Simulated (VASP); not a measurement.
A run of VASP 6.6.1 is set up as follows.

File INCAR:

```
ALGO = Normal ; EDIFF = 1E-6
ENCUT = 520 ; GGA = PS
ISIF = 2 ; ISMEAR = 0
LASPH = True ; LCHARG = False
LREAL = False ; LWAVE = False
NBANDS = 12 ; NELM = 60
PREC = Accurate ; SIGMA = 0.15
```

Contents of KPOINTS:

```
k-points
0
Gamma
  20 20 20
```

Contents of POSCAR:

```
Ag
1.0
    0.0000000000      2.0022380000      2.0431000000
    2.0431000000      0.0000000000      2.0431000000
    2.0431000000      2.0022380000      0.0000000000
Ag
1
Direct
    0.0000000000      0.0000000000      0.0000000000
```

Potentials or basis: VASP PAW PBE potentials, release 64 (Ag).

Run with:

```sh
$ cat potpaw_PBE.64/Ag/POTCAR > POTCAR
$ mpirun -np 1 vasp_std > vasp.out
```

Estimate the pressure.

-0.6 GPa.

Predict the band gap on the k mesh.

zero (an odd number of electrons rules out a gap without spin polarisation).

Stress tensor (GPa, compression positive):
```
-0.86  0.00  0.00
 0.00 -0.09  0.00
 0.00  0.00 -0.86
```

Caveat: the cell differs from its parent crystal (strain -0.0200 x Voigt [0, 1, 0, 0, 0, 0]); the PAW data sets were made with another functional, which shifts forces and pressure a little.
